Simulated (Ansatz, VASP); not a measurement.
**MgO in VASP and in Ansatz**

```
CELL_PARAMETERS angstrom
3.23240 0.00000 0.00000
-1.61620 2.79934 0.00000
0.00000 0.00000 4.99351
ATOMIC_POSITIONS crystal
Mg 0.33333 0.66667 0.00632
Mg 0.66667 0.33333 0.50632
O 0.33333 0.66667 0.39828
O 0.66667 0.33333 0.89828
```

Change from the starting cell: mode 11 frozen in at +0.000 Å, equal normal strain along x, y and z -0.0250.

Alike in both runs: task single point; functional PBE; k mesh 9 × 9 × 6; occupations gaussian, width 0.05 eV; no spin polarisation.

|  | VASP | Ansatz |
| --- | --- | --- |
| version | VASP 6.6.1 | Ansatz 0.2.0 |
| potentials or method | VASP PAW PBE potentials, release 64 (Mg, O), cutoff 520 eV | scalar-relativistic, plane waves, PAW |
| valence electrons in the cell | 16 | 32 |

|  | VASP | Ansatz | Ansatz less VASP |
| --- | --- | --- | --- |
| gap on the k mesh at the Fermi level (eV) | 3.82 | 3.83 | +0.019 |
| least direct gap on the mesh (eV) | 3.82 | 3.83 | +0.019 |
| pressure (GPa) | 9.8 | 10.2 | +0.40 |
| traceless stress, the component that is largest in VASP (GPa) | -0.78 | -0.80 | -0.016 |
| rms of the force components (eV/Å) | 0.030 | 0.030 | +0.0005 |

Atom by atom the forces differ by 0.001 eV/Å (rms over components). VASP's potentials hold 16 valence electrons a cell and Ansatz's 32, so a difference there can come from the potentials and not from the codes.
